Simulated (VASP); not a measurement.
Set up this calculation in VASP 6.6.1, as the native input.

* Task: single point
* Functional: PBE
* Potentials or basis: VASP PAW PBE potentials, release 64 (Mo_sv, Si)
* Cutoff: 520 eV
* k mesh: 9 × 9 × 7
* Occupations: fermi-dirac, width 0.1 eV
* Spin: no spin polarisation
* Dipole correction: no
* Further INCAR settings: ALGO = Normal; EDIFF = 1e-06; NBANDS = 18

The structure of Si2Mo (AlB2 type) lies in POSCAR:

```
Si2Mo
1.0
    4.3094500490      0.0000000000      0.0000000000
   -2.1547250245      3.7320932187      0.0000000000
    0.0000000000      0.0000000000      2.6084376415
Mo Si
1 2
Direct
    0.0000000000      0.0000000000      0.0000000000
    0.3333333333      0.6666666667      0.5000000000
    0.6666666667      0.3333333333      0.5000000000
```

The input as run:

INCAR

```
SYSTEM = Si2Mo
PREC = Accurate
ENCUT = 520
EDIFF = 1E-6
ISMEAR = -1
SIGMA = 0.1
LREAL = .FALSE.
LASPH = .TRUE.
NELM = 60
ALGO = Normal
ISIF = 2
LWAVE = .FALSE.
LCHARG = .TRUE.
GGA = PE
LELF = .TRUE.
LVHAR = .TRUE.
NBANDS = 18
```

KPOINTS

```
regular mesh
0
G
  9 9 7
  0 0 0
```

Potentials or basis: VASP PAW PBE potentials, release 64 (Mo_sv, Si).

Launch:

```bash
$ cat potpaw_PBE.64/Mo_sv/POTCAR potpaw_PBE.64/Si/POTCAR > POTCAR
$ mpirun -np 1 vasp_std > vasp.out
```

It gave:

| Quantity | Value |
| --- | --- |
| Pressure | 0.1 GPa |
| Band gap on the k mesh | zero (bands 11 and 12 overlap by 1.81 eV) |

Wall time 55 s on 1 thread of Intel Xeon 8259CL (shared host), peak memory 0.17 GiB.
